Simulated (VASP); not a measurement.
# WSe2 in VASP: single point with r2SCAN

Aim: the single point of WSe2 with r2SCAN.

All numbers are computed with VASP 6.6.1; they aren't measurements. Logs are shortened: lines on timing, memory, paths and dates and some standing lists are left out, and cuts for length are marked.

**1. The cell of the first run**

The cell holds a slab with vacuum, 3 atoms: a = 3.318 Å, b = 3.318 Å, c = 16.658 Å, α = 90.00°, β = 90.00°, γ = 120.00°.

**2. Single point, r2SCAN**

POSCAR reads:

```
WSe2
1.0
    3.3179375931      0.0000000000      0.0000000000
   -1.6589687966      2.8734182438      0.0000000000
    0.0000000000      0.0000000000     16.6581424200
W Se
1 2
Direct
    0.0000000000      0.0000000000      0.0000000000
    0.3333333333      0.6666666667      0.0997865200
    0.3333333333      0.6666666667      0.9002134800
```

INCAR.step1 reads:

```
SYSTEM = WSe2
PREC = Accurate ; ENCUT = 520
ISMEAR = 0 ; SIGMA = 0.05
LREAL = .False. ; LASPH = .True.
NELM = 60 ; NBANDS = 20
GGA = PE ; ALGO = Normal
EDIFF = 1E-4 ; LWAVE = .True.
LCHARG = .False.
```

INCAR.step2 reads:

```
SYSTEM = WSe2
PREC = Accurate ; ENCUT = 520
EDIFF = 1E-6 ; ISMEAR = 0
SIGMA = 0.05 ; LREAL = .False.
LASPH = .True. ; NELM = 60
ALGO = Normal ; ISIF = 2
LWAVE = .False. ; LCHARG = .False.
METAGGA = R2SCAN ; LMIXTAU = .True.
NBANDS = 20 ; ISTART = 1
```

KPOINTS reads:

```
regular mesh
0
Gamma
  9 9 2
  0 0 0
```

Potentials or basis: VASP PAW PBE potentials, release 64 (W_sv, Se).

Command:

```
cat potpaw_PBE.64/W_sv/POTCAR potpaw_PBE.64/Se/POTCAR > POTCAR
cp INCAR.step1 INCAR
mpirun -np 1 vasp_std > vasp.out
cp INCAR.step2 INCAR
mpirun -np 1 vasp_std > vasp.out
```

OUTCAR:

```text
SYSTEM = WSe2
   PREC = Accurate
   ENCUT = 520
   EDIFF = 1E-6
   ISMEAR = 0
   LREAL = .False.
   LASPH = .True.
   NELM = 60
   ISIF = 2
   METAGGA = R2SCAN
   ISTART = 1

 ion  position               nearest neighbor table
   1  0.000  0.000  0.000-   2 2.54   3 2.54   2 2.54   3 2.54   2 2.54   3 2.54
   2  0.333  0.667  0.100-   1 2.54   1 2.54   1 2.54
   3  0.333  0.667  0.900-   1 2.54   1 2.54   1 2.54

  LATTYP: Found a hexagonal cell.
 ALAT       =     3.3179375931
 C/A-ratio  =     5.0206316281

  Lattice vectors:

 A1 = (   3.3179375931,   0.0000000000,   0.0000000000)
 A2 = (  -1.6589687966,   2.8734182438,   0.0000000000)
 A3 = (   0.0000000000,   0.0000000000,  16.6581424200)

Analysis of symmetry for initial positions (statically):
=====================================================================
 Subroutine PRICEL returns:
 Original cell was already a primitive cell.

 Routine SETGRP: Setting up the symmetry group for a
 hexagonal supercell.

 Subroutine GETGRP returns: Found 12 space group operations
 (whereof 12 operations were pure point group operations)
 out of a pool of 24 trial point group operations.

The static configuration has the point symmetry D_3h.

Analysis of symmetry for dynamics (positions and initial velocities):
=====================================================================
 Subroutine PRICEL returns:
 Original cell was already a primitive cell.

 Routine SETGRP: Setting up the symmetry group for a
 hexagonal supercell.

 Subroutine GETGRP returns: Found 12 space group operations
 (whereof 12 operations were pure point group operations)
 out of a pool of 24 trial point group operations.

The dynamic configuration has the point symmetry D_3h.

 Subroutine INISYM returns: Found 12 space group operations
 (whereof 12 operations are pure point group operations),
 and found     1 'primitive' translations

----------------------------------------------------------------------------------------

                                     Primitive cell

  volume of cell :     158.8158

  direct lattice vectors                    reciprocal lattice vectors
     3.317937593  0.000000000  0.000000000     0.301392046  0.174008779  0.000000000
    -1.658968797  2.873418244  0.000000000     0.000000000  0.348017558  0.000000000
     0.000000000  0.000000000 16.658142420     0.000000000  0.000000000  0.060030703

  length of vectors
     3.317937593  3.317937593 16.658142420     0.348017558  0.348017558  0.060030703

  position of ions in fractional coordinates (direct lattice)
     0.000000000  0.000000000  0.000000000
     0.333333333  0.666666667  0.099786520
     0.333333333  0.666666667  0.900213480

  ion indices of the primitive-cell ions
   primitive index   ion index
                 1           1
                 2           2
                 3           3

----------------------------------------------------------------------------------------

 KPOINTS: regular mesh

Automatic generation of k-mesh.
 Grid dimensions read from file:
 generate k-points for:    9    9    2

 Generating k-lattice:

  Cartesian coordinates                     Fractional coordinates (reciprocal lattice)
     0.033488005  0.019334309  0.000000000     0.111111111  0.000000000  0.000000000
     0.000000000  0.038668618  0.000000000     0.000000000  0.111111111  0.000000000
     0.000000000  0.000000000  0.030015351     0.000000000  0.000000000  0.500000000

  Length of vectors
     0.038668618  0.038668618  0.030015351

  Shift w.r.t. Gamma in fractional coordinates (k-lattice)
     0.000000000  0.000000000  0.000000000

 Subroutine IBZKPT returns following result:
 ===========================================

 Found     24 irreducible k-points:

 Following reciprocal coordinates:
            Coordinates               Weight
  0.000000  0.000000  0.000000      1.000000
  0.111111 -0.000000  0.000000      6.000000
  0.222222  0.000000  0.000000      6.000000
  0.333333 -0.000000  0.000000      6.000000
  0.444444  0.000000  0.000000      6.000000
  0.111111  0.111111  0.000000      6.000000
[... 16 lines left out ...]
  0.333333  0.222222  0.500000     12.000000
  0.333333  0.333333  0.500000      2.000000
   k-points           NKPTS =     24   k-points in BZ     NKDIM =     24   number of bands    NBANDS=     20
   number of dos      NEDOS =    301   number of ions     NIONS =      3
   total plane-waves  NPLWV =  98784
   dimension x,y,z NGX =    28 NGY =   28 NGZ =  126
   dimension x,y,z NGXF=    56 NGYF=   56 NGZF=  252
   ions per type =               1   2
   NGX,Y,Z   is equivalent  to a cutoff of  14.03, 14.03, 12.57 a.u.
   NGXF,Y,Z  is equivalent  to a cutoff of  28.06, 28.06, 25.15 a.u.
 SYSTEM =  WSe2
   PREC   = accura    normal or accurate (medium, high low for compatibility)
   ISTART =      1    job   : 0-new  1-cont  2-samecut
   ICHARG =      0    charge: 1-file 2-atom 10-const
   ISPIN  =      1    spin polarized calculation?
   LNONCOLLINEAR =      F non collinear calculations
   LSORBIT =      F    spin-orbit coupling
   LASPH  =      T    aspherical Exc in radial PAW
   ENCUT  =  520.0 eV  38.22 Ry    6.18 a.u.   6.17  6.17 30.97*2*pi/ulx,y,z
   NELM   =     60;   NELMIN=  2; NELMDL=  0     # of ELM steps
   EDIFF  = 0.1E-05   stopping-criterion for ELM
   LREAL  =      F    real-space projection
   EDIFFG = 0.1E-04   stopping-criterion for IOM
   NSW    =      0    number of steps for IOM
   IBRION =     -1    ionic relax: 0-MD 1-quasi-New 2-CG
   NFREE  =      0    steps in history (QN), initial steepest desc. (CG)
   ISIF   =      2    stress and relaxation
   ISYM   =      2    0-nonsym 1-usesym 2-fastsym
   POTIM  = 0.5000    time-step for ionic-motion
   TEBEG  =    0.0;   TEEND  =   0.0 temperature during run
   PSTRESS=    0.0 pullay stress
   NELECT =      26.0000    total number of electrons
   NUPDOWN=      -1.0000    fix difference up-down
   EMIN   =  10.00;   EMAX   =-10.00  energy-range for DOS
   EFERMI =   0.00;   METHOD = LEGACY
   ISMEAR =     0;   SIGMA  =   0.05  broadening in eV -4-tet -1-fermi 0-gaus
   EFERMI_NEDOS =   21; number of points for ismear=-14 and -15
   IALGO  =     38    algorithm
   IMIX   =      4    mixing-type and parameters
     AMIX     =   0.40;   BMIX     =  1.00
     AMIX_MAG =   1.60;   BMIX_MAG =  1.00
  volume/ion in A,a.u.               =      52.94       357.25
  Fermi-wavevector in a.u.,A,eV,Ry     =   0.895574  1.692389 10.912587  0.802053
  Thomas-Fermi vector in A             =   2.017923
   LORBIT       =      0    0 simple, 1 ext, 2 COOP (PROOUT), +10 PAW based schemes
   METAGGA = R2SCAN    functional components
   LHFCALC =     F    Hartree Fock is set to
   AEXX    =    0.0000 exact exchange contribution
   IVDW    =     0    specifies the selected vdW correction
   LEPSILON=     F    determine dielectric tensor
   LRPA    =     F    only Hartree local field effects (RPA)
 non-spin polarized calculation
 Gauss-broadening in eV      SIGMA  =   0.05
  energy-cutoff  :      520.00
  volume of cell :      158.82
 maximum number of plane-waves:      4298
 NGX is ok and might be reduce to    28
   NGX = 13   NGY = 13   NGZ = 61

 number of electron      25.9999999 magnetization

 Free energy of the ion-electron system (eV)
  ---------------------------------------------------
  ext. energy  EPLUGINS =         0.00000000
  ---------------------------------------------------
  free energy    TOTEN  =       -81.75060363 eV

  energy without entropy =      -81.75060363  energy(sigma->0) =      -81.75060363

 E-fermi :  -0.8575     XC(G=0):  -4.8438

 val. band max:       -1.0824818002   @ k =   0.3333   0.3333   0.0000
 cond. band min:       0.5511010699   @ k =   0.3333   0.3333   0.5000
 fundamental gap:      1.6335828702
 Fermi energy:        -0.8574978455

 k-point     1 :       0.0000    0.0000    0.0000
  band No.  band energies     occupation
      1     -77.0946      2.00000
      2     -40.6693      2.00000
      3     -40.5695      2.00000
      4     -40.5695      2.00000
      5     -16.4612      2.00000
      6     -15.1027      2.00000
[... 12 lines left out ...]
     19       4.5323      0.00000
     20       4.5392      0.00000

 k-point     2 :       0.1111   -0.0000    0.0000
  band No.  band energies     occupation
      1     -77.0934      2.00000
      2     -40.6641      2.00000
      3     -40.5966      2.00000
      4     -40.5759      2.00000
      5     -16.2742      2.00000
      6     -15.0122      2.00000
[... 12 lines left out ...]
     19       4.7695      0.00000
     20       5.1307      0.00000

 k-point     3 :       0.2222    0.0000    0.0000
  band No.  band energies     occupation
      1     -77.0902      2.00000
      2     -40.6646      2.00000
      3     -40.6507      2.00000
      4     -40.5919      2.00000
      5     -15.7601      2.00000
      6     -14.7651      2.00000
[... 12 lines left out ...]
     19       5.4242      0.00000
     20       5.9245      0.00000

 k-point     4 :       0.3333   -0.0000    0.0000
  band No.  band energies     occupation
      1     -77.0867      2.00000
      2     -40.7410      2.00000
      3     -40.6355      2.00000
      4     -40.6101      2.00000
      5     -15.0750      2.00000
      6     -14.4451      2.00000
[... 12 lines left out ...]
     19       5.9413      0.00000
     20       6.2835      0.00000

 k-point     5 :       0.4444    0.0000    0.0000
  band No.  band energies     occupation
      1     -77.0844      2.00000
      2     -40.7902      2.00000
      3     -40.6256      2.00000
      4     -40.6219      2.00000
      5     -14.5342      2.00000
      6     -14.2059      2.00000
[... 12 lines left out ...]
     19       6.5231      0.00000
     20       6.5476      0.00000
[... 353 lines left out ...]
      6     -14.1336      2.00000
[... 12 lines left out ...]
     19       7.1611      0.00000
     20       7.4905      0.00000

 k-point    22 :       0.2222    0.2222    0.5000
  band No.  band energies     occupation
      1     -77.0852      2.00000
      2     -40.7454      2.00000
      3     -40.6474      2.00000
      4     -40.6288      2.00000
      5     -14.7422      2.00000
      6     -14.2825      2.00000
[... 12 lines left out ...]
     19       6.6427      0.00000
     20       6.6835      0.00000

 k-point    23 :       0.3333    0.2222    0.5000
  band No.  band energies     occupation
      1     -77.0834      2.00000
      2     -40.7632      2.00000
      3     -40.6767      2.00000
      4     -40.6212      2.00000
      5     -14.3098      2.00000
      6     -14.0810      2.00000
[... 12 lines left out ...]
     19       6.7527      0.00000
     20       7.7598      0.00000

 k-point    24 :       0.3333    0.3333    0.5000
  band No.  band energies     occupation
      1     -77.0828      2.00000
      2     -40.7403      2.00000
      3     -40.7162      2.00000
      4     -40.6186      2.00000
      5     -14.1573      2.00000
      6     -14.0031      2.00000
[... 12 lines left out ...]
     19       5.6699      0.00000
     20       8.2481      0.00000

------------------------ aborting loop because EDIFF is reached ----------------------------------------

  FORCE on cell =-STRESS in cart. coord.  units (eV):
  Direction    XX          YY          ZZ          XY          YZ          ZX
  --------------------------------------------------------------------------------------
  -------------------------------------------------------------------------------------
  Total       -0.0412218     -0.0412218     -0.0207490      0.0000000      0.0000000     -0.0000000
  in kB       -0.4158571     -0.4158571     -0.2093217      0.0000000      0.0000000     -0.0000000
  external PRESSURE =      -0.3470119 kB  Pullay stress =       0.0000000 kB

 VOLUME and BASIS-vectors are now :
 -----------------------------------------------------------------------------
  energy-cutoff  :      520.00
  volume of cell :      158.82
      direct lattice vectors                 reciprocal lattice vectors
     3.317937593  0.000000000  0.000000000     0.301392046  0.174008779  0.000000000
    -1.658968797  2.873418244  0.000000000     0.000000000  0.348017558  0.000000000
     0.000000000  0.000000000 16.658142420     0.000000000  0.000000000  0.060030703

 POSITION                                       TOTAL-FORCE (eV/Angst)
 -----------------------------------------------------------------------------------
      0.00000      0.00000      0.00000        -0.000000     -0.000000     -0.000000
     -0.00000      1.91561      1.66226         0.000000      0.000000     -0.003322
     -0.00000      1.91561     14.99588        -0.000000     -0.000000      0.003322
 -----------------------------------------------------------------------------------
    total drift:                                0.000001     -0.000000     -0.000000

  FREE ENERGIE OF THE ION-ELECTRON SYSTEM (eV)
  ---------------------------------------------------
  free  energy   TOTEN  =       -81.7506036303 eV

  energy  without entropy=      -81.7506036303  energy(sigma->0) =      -81.75060363
```

Wall time 5.1 min (1 thread of Intel Xeon Platinum 8259CL at 2.50GHz (Skylake/Cascade Lake), shared host); peak memory 0.37 GiB.

What came out:

* Free energy: -81.7506 eV
* Largest force: 0.003 eV/Å
* Band gap on the k mesh: 1.63 eV, direct

Forces on the atoms (eV/Å):
```
W    0.000  0.000  0.000
Se   0.000  0.000 -0.003
Se   0.000  0.000  0.003
```

Levels at points of the mesh, in eV from the valence-band top:
```csv
k point,band 10,band 11,band 12,band 13,band 14,band 15,band 16,band 17
"(0.00, 0.00, 0.00)",-2.22,-1.38,-1.38,-0.25,3.08,3.08,3.26,3.26
"(0.00, 0.00, 0.50)",-2.22,-1.38,-1.38,-0.25,3.08,3.08,3.26,3.26
```

Caveat: the PAW data sets were made with another functional, which shifts forces and pressure a little; spin-orbit coupling is left out, which moves the levels of the heavy elements.
